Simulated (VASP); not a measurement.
A run of VASP 6.6.1 is set up as follows.

INCAR

```
PREC = Accurate ; ENCUT = 520
EDIFF = 1E-7 ; ISMEAR = 0
SIGMA = 0.1 ; LREAL = False
LASPH = True ; NELM = 80
ALGO = Normal ; ISIF = 2
LWAVE = False ; LCHARG = False
GGA = PS ; NBANDS = 26
```

Contents of KPOINTS:

```
Automatic mesh
0
Gamma
  10 10 10
```

POSCAR

```
BeAu3
1.0
    3.8995387002      0.0000000000      0.0000000000
    0.0000000000      3.8995387002      0.0000000000
    0.0000000000      0.0000000000      3.8995387002
Be Au
1 3
Direct
    0.0000000000      0.0000000000      0.0000000000
    0.0000000000      0.5000000000      0.5000000000
    0.5000000000      0.0000000000      0.5000000000
    0.5000000000      0.5000000000      0.0000000000
```

Potentials or basis: VASP PAW PBE potentials, release 64 (Be, Au).

Launch:

```bash
$ cat potpaw_PBE.64/Be/POTCAR potpaw_PBE.64/Au/POTCAR > POTCAR
$ mpirun -np 1 vasp_std > vasp.out
```

(1) What does it give for the pressure?

## Answers

(1) 5.8 GPa.

Caveat: the cell differs from its parent crystal (strained); the PAW data sets were made with another functional, which shifts forces and pressure a little.
